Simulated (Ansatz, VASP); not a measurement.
# Ni: VASP beside Ansatz

```
CELL_PARAMETERS angstrom
-1.35921 1.35921 1.35921
1.35921 -1.35921 1.35921
1.35921 1.35921 -1.35921
ATOMIC_POSITIONS crystal
Ni 0.00000 0.00000 0.00000
```

Alike in both runs: task single point; functional PBEsol; k mesh 18 × 18 × 18; occupations fermi-dirac, width 0.05 eV; collinear spin.

|  | VASP | Ansatz |
| --- | --- | --- |
| version | VASP 6.6.1 | Ansatz 0.2.0 |
| potentials or method | VASP PAW PBE potentials, release 64 (Ni), cutoff 600 eV | plane waves (420 eV) with PAW, scalar-relativistic |
| valence electrons in the cell | 10 | 18 |

Ansatz gave:

```
pressure (GPa)                                                : 10.1
net moment per atom (μB)                                      : 0.50
size of the moment on the site where the two differ most (μB) : 0.52
```

Problem. Which values does VASP return?

Solution. Pressure (GPa): 9.7; net moment per atom (μB): 0.49; size of the moment on the site where the two differ most (μB): 0.49.

VASP's potentials were made for PBE, not for PBEsol, and Ansatz warns of the same on its side. Site moments also hang on the region over which each program counts them. VASP's potentials hold 10 valence electrons a cell and Ansatz's 18, so a difference there can come from the potentials and not from the codes.
